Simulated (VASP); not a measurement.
# Co (P-1) in VASP: a series of runs

Co is run at these levels: PBE; tasks: single point.

Everything below comes from runs of VASP 6.6.1. Logs are shortened: lines on timing, memory, paths and dates and some standing lists are left out, and cuts for length are marked.

### Step 1. The cell of the first run

The typed cell holds 1 atom: a = 2.425 Å, b = 2.437 Å, c = 2.401 Å, α = 107.69°, β = 110.08°, γ = 109.82°.

### Step 2. Single point, PBE, collinear spin, ferromagnetic start

The input, INCAR:

```
SYSTEM = Co
ALGO = Fast ; EDIFF = 1E-7
ENCUT = 520 ; GGA = PE
ISIF = 2 ; ISMEAR = -1
ISPIN = 2 ; LASPH = .True.
LCHARG = .False. ; LMAXMIX = 4
LORBIT = 11 ; LREAL = .False.
LWAVE = .False. ; MAGMOM = 2
NBANDS = 14 ; NELM = 150
PREC = Accurate ; SIGMA = 0.1
```

The input, KPOINTS:

```
k-points
0
Gamma
  10 9 10
  0 0 0
```

The input, POSCAR:

```
Co
1.0
   -1.4145745000      1.3929095500      1.3921574700
    1.4429802800     -1.3751271500      1.4027808400
    1.4112696000      1.3718222500     -1.3743750600
Co
1
Direct
    0.0000000000      0.0000000000      0.0000000000
```

Potentials or basis: VASP PAW PBE potentials, release 64 (Co).

Launch:

```sh
$ cat potpaw_PBE.64/Co/POTCAR > POTCAR
$ mpirun -np 1 vasp_std > vasp.out
```

OUTCAR:

```text
SYSTEM = Co
   EDIFF = 1E-7
   ENCUT = 520
   GGA = PE
   ISIF = 2
   ISMEAR = -1
   ISPIN = 2
   LASPH = .True.
   LORBIT = 11
   LREAL = .False.
   NELM = 150
   PREC = Accurate

 ion  position               nearest neighbor table
   1  0.000  0.000  0.000-

  LATTYP: Found a triclinic cell.
 ALAT       =     6.1639271409
 B/A-ratio  =     0.6337387412
 C/A-ratio  =     0.3933743782
 COS(alpha) =     0.0005142480
 COS(beta)  =     0.2599597309
 COS(gamma) =     0.9471042428

  Lattice vectors:

 A1 = (  -0.0350155800,   5.5116812000,  -2.7593734900)
 A2 = (  -0.0317106800,   2.7469494000,  -2.7771559000)
 A3 = (  -1.4145745000,   1.3929095500,   1.3921574700)

Analysis of symmetry for initial positions (statically):
=====================================================================
 Subroutine PRICEL returns:
 Original cell was already a primitive cell.

 Routine SETGRP: Setting up the symmetry group for a
 triclinic supercell.

 Subroutine GETGRP returns: Found  2 space group operations
 (whereof  2 operations were pure point group operations)
 out of a pool of  2 trial point group operations.

The static configuration has the point symmetry S_2 .

Analysis of symmetry for dynamics (positions and initial velocities):
=====================================================================
 Subroutine PRICEL returns:
 Original cell was already a primitive cell.

 Routine SETGRP: Setting up the symmetry group for a
 triclinic supercell.

 Subroutine GETGRP returns: Found  2 space group operations
 (whereof  2 operations were pure point group operations)
 out of a pool of  2 trial point group operations.

The dynamic configuration has the point symmetry S_2 .

Analysis of structural, dynamic, and magnetic symmetry:
=====================================================================
 Subroutine PRICEL returns:
 Original cell was already a primitive cell.

 Routine SETGRP: Setting up the symmetry group for a
 triclinic supercell.

 Subroutine GETGRP returns: Found  2 space group operations
 (whereof  2 operations were pure point group operations)
 out of a pool of  2 trial point group operations.

The overall configuration has the point symmetry S_2 .

 Subroutine INISYM returns: Found  2 space group operations
 (whereof  2 operations are pure point group operations),
 and found     1 'primitive' translations

----------------------------------------------------------------------------------------

                                     Primitive cell

  volume of cell :      11.0262

  direct lattice vectors                    reciprocal lattice vectors
    -1.414574500  1.392909550  1.392157470    -0.003122163  0.359408250  0.355534697
     1.442980280 -1.375127150  1.402780840     0.346826794 -0.001864074  0.354276607
     1.411269600  1.371822250 -1.374375060     0.350832501  0.362155868 -0.005869779

  length of vectors
     2.424731006  2.437408635  2.400517647     0.505558067  0.495786461  0.504256652

  position of ions in fractional coordinates (direct lattice)
     0.000000000  0.000000000  0.000000000

  ion indices of the primitive-cell ions
   primitive index   ion index
                 1           1

----------------------------------------------------------------------------------------

 KPOINTS: k-points

Automatic generation of k-mesh.
 Grid dimensions read from file:
 generate k-points for:   10    9   10

 Generating k-lattice:

  Cartesian coordinates                     Fractional coordinates (reciprocal lattice)
    -0.000312216  0.035940825  0.035553470     0.100000000  0.000000000 -0.000000000
     0.038536310 -0.000207119  0.039364067     0.000000000  0.111111111  0.000000000
     0.035083250  0.036215587 -0.000586978     0.000000000 -0.000000000  0.100000000

  Length of vectors
     0.050555807  0.055087385  0.050425665

  Shift w.r.t. Gamma in fractional coordinates (k-lattice)
     0.000000000  0.000000000  0.000000000

 Subroutine IBZKPT returns following result:
 ===========================================

 Found    452 irreducible k-points:

 Following reciprocal coordinates:
            Coordinates               Weight
  0.000000  0.000000  0.000000      1.000000
  0.100000  0.000000  0.000000      2.000000
  0.200000  0.000000  0.000000      2.000000
  0.300000  0.000000  0.000000      2.000000
  0.400000  0.000000  0.000000      2.000000
  0.500000  0.000000  0.000000      1.000000
[... 16 lines left out ...]
 -0.400000  0.222222  0.000000      2.000000
 -0.300000  0.222222 -0.000000      2.000000
 [... further k-points ...]
   k-points           NKPTS =    452   k-points in BZ     NKDIM =    452   number of bands    NBANDS=     14
   number of dos      NEDOS =    301   number of ions     NIONS =      1
   total plane-waves  NPLWV =   5832
   dimension x,y,z NGX =    18 NGY =   18 NGZ =   18
   dimension x,y,z NGXF=    36 NGYF=   36 NGZF=   36
   ions per type =               1
   NGX,Y,Z   is equivalent  to a cutoff of  12.34, 12.28, 12.47 a.u.
   NGXF,Y,Z  is equivalent  to a cutoff of  24.68, 24.55, 24.93 a.u.
 SYSTEM =  Co
   PREC   = accura    normal or accurate (medium, high low for compatibility)
   ISTART =      0    job   : 0-new  1-cont  2-samecut
   ICHARG =      2    charge: 1-file 2-atom 10-const
   ISPIN  =      2    spin polarized calculation?
   LNONCOLLINEAR =      F non collinear calculations
   LSORBIT =      F    spin-orbit coupling
   LASPH  =      T    aspherical Exc in radial PAW
   ENCUT  =  520.0 eV  38.22 Ry    6.18 a.u.   4.51  4.53  4.46*2*pi/ulx,y,z
   NELM   =    150;   NELMIN=  2; NELMDL= -5     # of ELM steps
   EDIFF  = 0.1E-06   stopping-criterion for ELM
   LREAL  =      F    real-space projection
   EDIFFG = 0.1E-05   stopping-criterion for IOM
   NSW    =      0    number of steps for IOM
   IBRION =     -1    ionic relax: 0-MD 1-quasi-New 2-CG
   NFREE  =      0    steps in history (QN), initial steepest desc. (CG)
   ISIF   =      2    stress and relaxation
   ISYM   =      2    0-nonsym 1-usesym 2-fastsym
   POTIM  = 0.5000    time-step for ionic-motion
   TEBEG  =    0.0;   TEEND  =   0.0 temperature during run
   PSTRESS=    0.0 pullay stress
   NELECT =       9.0000    total number of electrons
   NUPDOWN=      -1.0000    fix difference up-down
   EMIN   =  10.00;   EMAX   =-10.00  energy-range for DOS
   EFERMI =   0.00;   METHOD = LEGACY
   ISMEAR =    -1;   SIGMA  =   0.10  broadening in eV -4-tet -1-fermi 0-gaus
   EFERMI_NEDOS =   21; number of points for ismear=-14 and -15
   IALGO  =     68    algorithm
   IMIX   =      4    mixing-type and parameters
     AMIX     =   0.40;   BMIX     =  1.00
     AMIX_MAG =   1.60;   BMIX_MAG =  1.00
  volume/ion in A,a.u.               =      11.03        74.41
  Fermi-wavevector in a.u.,A,eV,Ry     =   1.529962  2.891209 31.848306  2.340784
  Thomas-Fermi vector in A             =   2.637511
   LORBIT       =     11    0 simple, 1 ext, 2 COOP (PROOUT), +10 PAW based schemes
   GGA     = PE    functional components
   LHFCALC =     F    Hartree Fock is set to
   AEXX    =    0.0000 exact exchange contribution
   IVDW    =     0    specifies the selected vdW correction
   LEPSILON=     F    determine dielectric tensor
   LRPA    =     F    only Hartree local field effects (RPA)
 spin polarized calculation
 RMM-DIIS sequential band-by-band and
  energy-cutoff  :      520.00
  volume of cell :       11.03
 maximum number of plane-waves:       321
   NGX =  9   NGY =  9   NGZ =  9

 number of electron       9.0000000 magnetization       1.7613490

 Free energy of the ion-electron system (eV)
  ---------------------------------------------------
  ext. energy  EPLUGINS =         0.00000000
  ---------------------------------------------------
  free energy    TOTEN  =        -6.96677920 eV

  energy without entropy =       -6.91606182  energy(sigma->0) =       -6.94142051

 E-fermi :  10.3610     XC(G=0): -13.3131

 val. band max:       10.3608706805   @ k =  -0.0000  -0.2222   0.4000
 cond. band min:      10.3615420604   @ k =  -0.1000   0.3333   0.3000
 fundamental gap:      0.0006713799
 Fermi energy:        10.3610168795

 spin component 1

 k-point     1 :       0.0000    0.0000    0.0000
  band No.  band energies     occupation
      1       1.1905      1.00000
      2       7.2151      1.00000
      3       7.3156      1.00000
      4       7.4611      1.00000
      5       8.3742      1.00000
      6       8.4521      1.00000
      7      35.0189      0.00000
      8      35.7130      0.00000
      9      36.0045      0.00000
     10      40.4128      0.00000
     11      40.9273      0.00000
     12      41.8009      0.00000
     13      42.5108      0.00000
     14      42.6672      0.00000
[... 375 lines left out ...]
 k-point    24 :      -0.3000    0.2222   -0.0000
  band No.  band energies     occupation
      1       3.8235      1.00000
      2       6.7953      1.00000
      3       7.0767      1.00000
      4       8.2283      1.00000
      5       8.5756      1.00000
      6       8.6921      1.00000
      7      25.0357      0.00000
      8      29.5947      0.00000
      9      33.1240      0.00000
     10      35.5383      0.00000
     11      38.6739      0.00000
     12      40.6157      0.00000
     13      46.4406      0.00000
     14      47.3479      0.00000

 [... further k-points ...]

 spin component 2

 k-point     1 :       0.0000    0.0000    0.0000
  band No.  band energies     occupation
      1       1.2471      1.00000
      2       8.7440      1.00000
      3       8.8764      1.00000
      4       9.0789      1.00000
      5      10.6206      0.06939
      6      10.8167      0.01039
      7      34.7883      0.00000
      8      35.4906      0.00000
      9      35.7940      0.00000
     10      40.5370      0.00000
     11      40.9949      0.00000
     12      42.6241      0.00000
     13      42.8700      0.00000
     14      43.5013      0.00000
[... 375 lines left out ...]
 k-point    24 :      -0.3000    0.2222   -0.0000
  band No.  band energies     occupation
      1       3.9866      1.00000
      2       8.2651      1.00000
      3       8.5329      1.00000
      4      10.3369      0.55989
      5      10.3918      0.42368
      6      10.8668      0.00632
      7      25.4923      0.00000
      8      29.8259      0.00000
      9      33.5152      0.00000
     10      35.5929      0.00000
     11      39.0591      0.00000
     12      40.8662      0.00000
     13      46.6252      0.00000
     14      47.6600      0.00000

 [... further k-points ...]

------------------------ aborting loop because EDIFF is reached ----------------------------------------

  FORCE on cell =-STRESS in cart. coord.  units (eV):
  Direction    XX          YY          ZZ          XY          YZ          ZX
  --------------------------------------------------------------------------------------
  -------------------------------------------------------------------------------------
  Total        0.1178237      0.0976343      0.0828253      0.0444021     -0.1130245     -0.1905465
  in kB       17.1205710     14.1869146     12.0350694      6.4519310    -16.4232249    -27.6876888
  external PRESSURE =      14.4475183 kB  Pullay stress =       0.0000000 kB

 VOLUME and BASIS-vectors are now :
 -----------------------------------------------------------------------------
  energy-cutoff  :      520.00
  volume of cell :       11.03
      direct lattice vectors                 reciprocal lattice vectors
    -1.414574500  1.392909550  1.392157470    -0.003122163  0.359408250  0.355534697
     1.442980280 -1.375127150  1.402780840     0.346826794 -0.001864074  0.354276607
     1.411269600  1.371822250 -1.374375060     0.350832501  0.362155868 -0.005869779

 POSITION                                       TOTAL-FORCE (eV/Angst)
 -----------------------------------------------------------------------------------
      0.00000      0.00000      0.00000         0.000000      0.000000      0.000000
 -----------------------------------------------------------------------------------
    total drift:                                0.000000      0.000000      0.000000

  FREE ENERGIE OF THE ION-ELECTRON SYSTEM (eV)
  ---------------------------------------------------
  free  energy   TOTEN  =        -6.9667792013 eV

  energy  without entropy=       -6.9160618179  energy(sigma->0) =       -6.94142051

 total charge

# of ion       s       p       d       tot
------------------------------------------
    1        0.484   0.520   7.232   8.236

 magnetization (x)

# of ion       s       p       d       tot
------------------------------------------
    1       -0.003  -0.044   1.826   1.779
```

Wall time 3.7 min (1 thread of Intel Xeon 8259CL, shared host); peak memory 0.22 GiB.

Results:

```yaml
Free_energy: -6.9668 eV
Pressure: 1.4 GPa
Net_moment: 1.76 μB per cell
Site_moments: Co +1.78 μB
Valence_electrons_inside_the_program's_atomic_spheres: Co 8.24
```

Stress tensor (GPa, compression positive):
```
 1.71  0.65 -2.77
 0.65  1.42 -1.64
-2.77 -1.64  1.20
```

### Step 3. Single point, PBE, collinear spin, ferromagnetic start

The input, INCAR:

```
  PREC = Accurate
  ENCUT = 520
  EDIFF = 1E-6
  ISMEAR = 1
  SIGMA = 0.05
  LREAL = F
  LASPH = T
  NELM = 150
  ALGO = Fast
  ISIF = 2
  LWAVE = F
  LCHARG = F
  ISPIN = 2
  MAGMOM = 2
  LORBIT = 11
  LMAXMIX = 4
  GGA = PE
  NBANDS = 14
```

The input, KPOINTS:

```
regular mesh
0
Gamma
  10 9 10
```

POSCAR is that of step 2.

Potentials or basis: VASP PAW PBE potentials, release 64 (Co).

Launch:

```sh
$ cat potpaw_PBE.64/Co/POTCAR > POTCAR
$ mpirun -np 1 vasp_std > vasp.out
```

Run time: 3.3 min. Hardware: 1 thread of Intel Xeon 8259CL, shared host; peak memory 0.22 GiB.

The run converged. Its results:

| Property | Result |
| --- | --- |
| Free energy | -6.9399 eV |
| Pressure | 1.2 GPa |
| Net moment | 1.77 μB per cell |
| Site moments | Co +1.79 μB |
| Valence electrons inside the program's atomic spheres | Co 8.23 |

Stress tensor (GPa, compression positive):
```
 1.18  0.78 -2.52
 0.78  0.92 -1.17
-2.52 -1.17  1.40
```

Levels at points of the mesh, in eV from the Fermi level:
Spin up:
```csv
k point,band 3,band 4,band 5,band 6,band 7,band 8
"(0.00, 0.00, 0.00)",-3.06,-2.92,-2.02,-1.96,24.66,25.35
"(0.50, 0.00, 0.00)",-1.86,-1.70,-0.64,-0.04,6.37,17.87
"(0.00, 0.00, 0.50)",-2.03,-1.76,-0.63,-0.08,6.32,18.33
"(0.50, 0.00, 0.50)",-2.05,-1.89,-0.59,-0.03,6.40,18.42
```
Spin down:
```csv
k point,band 1,band 2,band 3,band 4,band 5,band 6,band 7,band 8
"(0.00, 0.00, 0.00)",-9.12,-1.65,-1.51,-1.30,0.26,0.46,24.42,25.13
"(0.50, 0.00, 0.00)",-4.40,-2.79,-0.03,0.38,0.65,1.17,7.42,17.93
"(0.00, 0.00, 0.50)",-4.39,-2.59,-0.07,0.17,0.57,1.19,7.37,18.34
"(0.50, 0.00, 0.50)",-4.39,-2.44,-0.02,0.05,0.50,1.22,7.43,18.42
```

### Step 4. Single point, PBE, collinear spin, ferromagnetic start

The input, INCAR:

```
SYSTEM = Co
ALGO = Fast
EDIFF = 1E-7
ENCUT = 520
GGA = PE
ISIF = 2
ISMEAR = 1
ISPIN = 2
LASPH = .TRUE.
LCHARG = .FALSE.
LMAXMIX = 4
LORBIT = 11
LREAL = .FALSE.
LWAVE = .FALSE.
MAGMOM = 2
NBANDS = 14
NELM = 150
PREC = Accurate
SIGMA = 0.05
```

The input, KPOINTS:

```
k-points
0
G
  12 12 12
  0 0 0
```

POSCAR is that of step 3.

Launch:

```sh
$ cat potpaw_PBE.64/Co/POTCAR > POTCAR
$ mpirun -np 1 vasp_std > vasp.out
```

Run time: 7.3 min. Hardware: 1 thread of Intel Xeon 8259CL, shared host; peak memory 0.31 GiB.

It converged, with:

- Free energy: -6.9455 eV
- Pressure: 1.1 GPa
- Net moment: 1.78 μB per cell
- Site moments: Co +1.79 μB
- Valence electrons inside the program's atomic spheres: Co 8.23

Stress tensor (GPa, compression positive):
```
 1.23  0.36 -2.81
 0.36  0.92 -1.64
-2.81 -1.64  1.12
```

Levels at points of the mesh, in eV from the Fermi level:
Spin up:
| k point | band 2 | band 3 | band 4 | band 5 | band 6 | band 7 | band 8 | band 9 |
| --- | --- | --- | --- | --- | --- | --- | --- | --- |
| (0.00, 0.00, 0.00) | -3.18 | -3.07 | -2.92 | -2.02 | -1.95 | 24.65 | 25.34 | 25.63 |
| (0.50, 0.00, 0.00) | -4.17 | -1.85 | -1.70 | -0.65 | -0.04 | 6.37 | 17.87 | 19.40 |
| (0.00, 0.50, 0.00) | -3.98 | -2.00 | -1.81 | -0.69 | -0.37 | 5.94 | 18.72 | 20.42 |
| (0.50, 0.50, 0.00) | -4.02 | -2.01 | -1.75 | -0.65 | -0.13 | 6.26 | 18.15 | 20.06 |
| (0.00, 0.00, 0.50) | -4.00 | -2.02 | -1.76 | -0.64 | -0.09 | 6.32 | 18.32 | 19.80 |
| (0.50, 0.00, 0.50) | -3.90 | -2.05 | -1.89 | -0.61 | -0.04 | 6.39 | 18.41 | 19.98 |
| (0.00, 0.50, 0.50) | -4.12 | -1.88 | -1.75 | -0.60 | 0.18 | 6.66 | 17.69 | 19.09 |
| (0.50, 0.50, 0.50) | -5.32 | -0.96 | -0.88 | -0.79 | 8.73 | 9.55 | 9.99 | 14.72 |
Spin down:
```csv
k point,band 1,band 2,band 3,band 4,band 5,band 6,band 7,band 8
"(0.00, 0.00, 0.00)",-9.13,-1.63,-1.50,-1.30,0.25,0.45,24.42,25.11
"(0.50, 0.00, 0.00)",-4.40,-2.78,-0.04,0.37,0.64,1.17,7.42,17.92
"(0.00, 0.50, 0.00)",-4.45,-2.54,-0.37,0.15,0.60,1.16,6.99,18.74
"(0.50, 0.50, 0.00)",-4.41,-2.60,-0.13,0.19,0.58,1.18,7.31,18.20
"(0.00, 0.00, 0.50)",-4.40,-2.58,-0.08,0.17,0.57,1.19,7.36,18.33
"(0.50, 0.00, 0.50)",-4.39,-2.44,-0.03,0.06,0.48,1.22,7.43,18.41
"(0.00, 0.50, 0.50)",-4.37,-2.72,0.19,0.31,0.57,1.22,7.70,17.72
"(0.50, 0.50, 0.50)",-3.81,-3.76,0.86,0.92,1.00,8.85,9.68,10.11
```

### Step 5. Summary

```csv
k mesh,smearing,further INCAR settings,gap on the mesh (eV),pressure (GPa),moment (μB)
10 × 9 × 10,fermi-dirac 0.1 eV,ALGO = Fast; EDIFF = 1e-07; NBANDS = 14,none,1.4,1.76
10 × 9 × 10,methfessel-paxton 0.05 eV,ALGO = Fast; EDIFF = 1e-06; NBANDS = 14,none,1.2,1.77
12 × 12 × 12,methfessel-paxton 0.05 eV,ALGO = Fast; EDIFF = 1e-07; NBANDS = 14,none,1.1,1.78
```

Alike in all rows: task single point; level PBE; potentials or basis VASP PAW PBE potentials, release 64 (Co); spin collinear, ferromagnetic start; cell as given; cutoff (eV) 520.

Total energies depend on the potentials used, so only differences within one code and one set of settings carry meaning.
